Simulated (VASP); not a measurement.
Crystal: BeAl7.

```
Be Al
1.0
     5.33061    0.00000    0.00000
     0.00000    5.33061    0.00000
     0.00000    0.00000    5.33061
Be Al
1 7
Direct
  0.00000 0.00000 0.00000
  0.25262 0.25262 0.25262
  0.00000 0.50000 0.50000
  0.50000 0.50000 0.00000
  0.50000 0.00000 0.50000
  0.74738 0.25262 0.74738
  0.74738 0.74738 0.25262
  0.25262 0.74738 0.74738
```

```yaml
Program: VASP 6.6.1
Task: relaxation of cell and atoms
Functional: PBE
Potentials_or_basis: VASP PAW PBE potentials, release 64 (Be, Al)
Cutoff: 600 eV
k_mesh: 4 × 4 × 4
Occupations: gaussian, width 0.1 eV
Spin: no spin polarisation
```

At the start: pressure 23.2 GPa; volume 18.93 Å³/atom.

Problem. How do energy, volume and symmetry change on relaxing?

Solution. Over 11 steps the energy falls by 503.5 meV/atom and the volume is 25.14 Å³/atom (+32.8 %); space group P-43m (No. 215, to 0.05 Å).

The path:
| step | energy change (eV) | largest force (eV/Å) | pressure (GPa) | volume (Å³) |
| --- | --- | --- | --- | --- |
| 1 | 0.0000 | 2.1934 | 23.16 | 151.47 |
| 2 | -3.5238 | 0.6246 | -2.34 | 219.75 |
| 3 | -3.5846 | 0.7695 | -0.51 | 208.34 |
| 4 | -3.5851 | 0.7517 | -0.74 | 209.61 |
| 5 | -3.7022 | 0.6999 | -0.63 | 207.65 |
| 6 | -3.9642 | 0.3746 | -0.04 | 201.85 |
| 7 | -3.6785 | 1.0579 | 2.69 | 190.59 |
| 8 | -4.0142 | 0.1674 | 0.41 | 199.22 |
| 9 | -4.0205 | 0.0370 | 0.68 | 197.89 |
| 10 | -4.0250 | 0.0474 | -0.35 | 203.16 |
| 11 | -4.0279 | 0.0159 | 0.03 | 201.10 |

Final structure:
```
Be Al
1.0
     5.85869    0.00000    0.00000
     0.00000    5.85869    0.00000
     0.00000    0.00000    5.85869
Be Al
1 7
Direct
  0.00000 0.00000 0.00000
  0.21961 0.21961 0.21961
  0.00000 0.50000 0.50000
  0.50000 0.50000 0.00000
  0.50000 0.00000 0.50000
  0.78039 0.21961 0.78039
  0.78039 0.78039 0.21961
  0.21961 0.78039 0.78039
```

Caveat: the volume moved by over 15 % at a fixed basis, so the end points are rough.
